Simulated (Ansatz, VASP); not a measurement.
# One calculation of CoSi2, two programs

```
Co Si
1.0
     0.00000    2.67800    2.67800
     2.67800    0.00000    2.67800
     2.67800    2.67800    0.00000
Co Si
1 2
Cartesian
  0.0000 0.0000 0.0000
  4.0170 4.0170 4.0170
  1.3390 1.3390 1.3390
```

Alike in both runs: task single point; functional BLYP; dispersion D4; k mesh 9 × 9 × 9; occupations tetrahedron; collinear spin; fixed moment 4 μB.

|  | VASP | Ansatz |
| --- | --- | --- |
| version | VASP 6.6.1 | Ansatz 0.2.0 |
| potentials or method | VASP PAW PBE potentials, release 64 (Co, Si) | Ansatz PAW |
| plane-wave cutoff (eV) | 520 | 420 |
| valence electrons in the cell | 17 | 25 |

VASP gave:

* net moment per atom (μB): 1.33
* size of the moment on the site where the two differ most (μB): 2.28

Question: Estimate Ansatz's values.

Answer: net moment per atom (μB): 1.33; size of the moment on the site where the two differ most (μB): 2.13.

VASP's potentials were made for PBE, not for BLYP. Site moments also hang on the region over which each program counts them. VASP's potentials hold 17 valence electrons a cell and Ansatz's 25, so a difference there can come from the potentials and not from the codes.
